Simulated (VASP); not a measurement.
Runs of VASP 6.6.1 on Al. The structure is that of space group I4/mmm (No. 139), or close to it. The cells are those of the table. 

| cell | gap on the mesh (eV) | pressure (GPa) |
| --- | --- | --- |
| a = 2.787, b = 2.787, c = 3.304 Å, angles 53.6, 53.6, 72.7°, 1 atom | none | -3.1 |
| a = 3.123, b = 3.123, c = 2.550 Å, angles 65.9, 65.9, 48.2°, 1 atom | none | (c) |
| a = 2.828, b = 2.828, c = 2.943 Å, angles 58.6, 58.6, 62.7°, 1 atom | none | -4.5 |
| a = 2.789, b = 2.789, c = 3.109 Å, angles 56.1, 56.1, 67.8°, 1 atom | none | -3.3 |
| a = 3.188, b = 3.188, c = 2.500 Å, angles 66.9, 66.9, 46.2°, 1 atom | none | (a) |
| a = 3.042, b = 3.042, c = 2.623 Å, angles 64.5, 64.5, 51.1°, 1 atom | none | (b) |
| a = 2.804, b = 2.804, c = 3.022 Å, angles 57.4, 57.4, 65.2°, 1 atom | none | -3.8 |
| a = 2.915, b = 2.915, c = 2.773 Å, angles 61.6, 61.6, 56.8°, 1 atom | none | -4.3 |

Alike in all rows: task single point; level PBEsol+D3(BJ); potentials or basis VASP PAW PBE potentials, release 64 (Al); no spin polarisation; k mesh 22 × 22 × 22; cutoff (eV) 520; smearing gaussian 0.15 eV.

Estimate the missing entries.

(a) 7.8; (b) 0.4; (c) 4.4.

Caveats: the PAW data sets were made with another functional, which shifts forces and pressure a little; the cell stands under tension (at least some runs); the cell stands under pressure (at least some runs).

A gap of «none» marks levels without a gap at the run's occupations.
